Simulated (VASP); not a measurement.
The system is HfCl7.

```
Hf Cl
1.0
     0.00000    4.82679    4.82679
     4.82679    0.00000    4.82679
     4.82679    4.82679    0.00000
Hf Cl
1 7
Direct
  0.00000 0.00000 0.00000
  0.50000 0.50000 0.50000
  0.00000 0.00000 0.50000
  0.50000 0.00000 0.50000
  0.00000 0.50000 0.50000
  0.50000 0.50000 0.00000
  0.00000 0.50000 0.00000
  0.50000 0.00000 0.00000
```

The cell was generated, and may not be a known phase.

| Property | Result |
| --- | --- |
| Program | VASP 6.6.1 |
| Task | relaxation of cell and atoms |
| Functional | PBE |
| Potentials or basis | VASP PAW PBE potentials, release 64 (Hf_pv, Cl) |
| Cutoff | 600 eV |
| k mesh | 4 × 4 × 4 |
| Occupations | gaussian, width 0.1 eV |
| Spin | no spin polarisation |

At the start: pressure -8.6 GPa; volume 28.11 Å³/atom.

Task: Where does the relaxation end?

Result: Over 4 steps the energy falls by 329.2 meV/atom and the volume is 19.55 Å³/atom (-30.5 %); space group Fm-3m (No. 225, to 0.1 Å) before and after.

Step by step:
| step | energy change (eV) | largest force (eV/Å) | pressure (GPa) | volume (Å³) |
| --- | --- | --- | --- | --- |
| 1 | 0.0000 | 0.0000 | -8.64 | 224.91 |
| 2 | -2.1953 | 0.0000 | -5.60 | 179.08 |
| 3 | -2.6267 | 0.0000 | -0.93 | 159.59 |
| 4 | -2.6339 | 0.0000 | 0.23 | 156.37 |

Final structure:
```yaml
crystal:
  lattice:
    - [0.00000, 4.27606, 4.27606]
    - [4.27606, 0.00000, 4.27606]
    - [4.27606, 4.27606, 0.00000]
  atoms:
    - { symbol: Hf, position: [0.00000, 0.00000, 0.00000] }
    - { symbol: Cl, position: [0.50000, 0.50000, 0.50000] }
    - { symbol: Cl, position: [0.00000, 0.00000, 0.50000] }
    - { symbol: Cl, position: [0.50000, 0.00000, 0.50000] }
    - { symbol: Cl, position: [0.00000, 0.50000, 0.50000] }
    - { symbol: Cl, position: [0.50000, 0.50000, 0.00000] }
    - { symbol: Cl, position: [0.00000, 0.50000, 0.00000] }
    - { symbol: Cl, position: [0.50000, 0.00000, 0.00000] }
```

Caveat: the volume moved by over 15 % at a fixed basis, so the end points are rough; an odd number of electrons without spin polarisation forces a metal; a magnetic or distorted state may lie lower.
